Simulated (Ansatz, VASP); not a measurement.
Si in VASP and in Ansatz

```xyz
8
Lattice="7.1118 -1.9786 0.0527 7.1118 1.9786 0.0527 -0.7206 0.0000 6.0244" Properties=species:S:1:pos:R:3 pbc="T T T"
Si    0.1618    0.0511    5.2720
Si   13.3412    0.0511    0.8580
Si    7.4833    0.0566    3.9968
Si    6.0198    0.0566    2.1332
Si    2.9870   -0.1429    0.3663
Si   10.5161   -0.1429    5.7637
Si    9.9190    0.0351    3.6046
Si    3.5841    0.0351    2.5253
```

Change from the starting cell: mode 4 frozen in at -0.140 Å, strain +e along z and -e/2 along x and y -0.0467.

Alike in both runs: task single point; functional PBE; k mesh 10 × 10 × 6; occupations gaussian, width 0.03 eV; no spin polarisation.

```csv
,VASP,Ansatz
version,VASP 6.6.1,Ansatz 0.2.0
potentials or method,"VASP PAW PBE potentials, release 64 (Si), cutoff 520 eV","scalar-relativistic, plane waves, PAW"
valence electrons in the cell,32,32
```

Ansatz gave:

| Quantity | Value |
| --- | --- |
| gap on the k mesh at the Fermi level (eV) | 0.03 |
| least direct gap on the mesh (eV) | 0.24 |
| pressure (GPa) | 0.3 |
| traceless stress, the component that is largest in VASP (GPa) | 6.37 |
| rms of the force components (eV/Å) | 0.348 |

Problem. What did VASP give for the same quantities?

Solution. gap on the k mesh at the Fermi level (eV): 0.03; least direct gap on the mesh (eV): 0.24; pressure (GPa): 0.3; traceless stress, the component that is largest in VASP (GPa): 6.38; rms of the force components (eV/Å): 0.346.

Atom by atom the forces differ by 0.003 eV/Å (rms over components).
